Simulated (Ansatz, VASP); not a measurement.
# TaRu: VASP beside Ansatz

Contents of INCAR:

```
PREC = Accurate ; ENCUT = 520
EDIFF = 1E-6 ; ISMEAR = -1
SIGMA = 0.05 ; LREAL = False
LASPH = True ; NELM = 80
ALGO = Normal ; ISIF = 2
LWAVE = False ; LCHARG = False
NBANDS = 20
```

Contents of KPOINTS:

```
regular mesh
0
Gamma
  11 11 10
```

The input POSCAR:

```
TaRu
1.0
    3.0530000000      0.0000000000      0.0000000000
    0.0000000000      3.0530000000      0.0000000000
    0.0000000000      0.0000000000      3.4567800000
Ta Ru
1 1
Direct
    0.5000000000      0.5000000000      0.5000000000
    0.0000000000      0.0000000000      0.0000000000
```

Input for Ansatz:

```yaml
crystal:
  lattice:
    - [3.053, 0.0, 0.0]
    - [0.0, 3.053, 0.0]
    - [0.0, 0.0, 3.45678]
  atoms:
    - { symbol: Ta, position: [0.5, 0.5, 0.5] }
    - { symbol: Ru, position: [0.0, 0.0, 0.0] }
kpoints:
  mp_grid: { grid: [11, 11, 10] }
  band_path:
    path:
      - [0.0, 0.0, 0.0]
      - [0.0, 0.5, 0.0]
      - [0.5, 0.5, 0.0]
      - [0.0, 0.0, 0.0]
      - [0.0, 0.0, 0.5]
      - [0.0, 0.5, 0.5]
      - [0.5, 0.5, 0.5]
      - [0.0, 0.0, 0.5]
      - [0.0, 0.5, 0.0]
    npoints: 5
scf:
  occupations: { method: fermi_dirac, width: 0.05 }
hamiltonian:
  xc: lda
  pseudopotentials: { kind: all_electron, lapw: { basis_error: 0.0005 } }
output:
  forces: true
  stress: true
  eigenvalues: true
```

Change from the starting cell: zz strain of +2 %.

Alike in both runs: task single point; functional LDA; k mesh 11 × 11 × 10; occupations fermi-dirac, width 0.05 eV; no spin polarisation.

|  | VASP | Ansatz |
| --- | --- | --- |
| version | VASP 6.6.1 | Ansatz 0.2.0 |
| potentials or method | VASP PAW LDA potentials, release 64 (Ta_pv, Ru_pv), cutoff 520 eV | all-electron LAPW, scalar-relativistic |

Ansatz gave:

| Property | Result |
| --- | --- |
| pressure (GPa) | -14.8 |
| traceless stress, the component that is largest in VASP (GPa) | -0.46 |

Estimate VASP's values.

pressure (GPa): -14.1; traceless stress, the component that is largest in VASP (GPa): -0.50.

LDA's correlation is that of Perdew and Zunger in VASP and of Perdew and Wang (1992) in Ansatz. Ansatz ran all-electron here, and VASP with PAW potentials.

Spin-orbit coupling is off throughout.
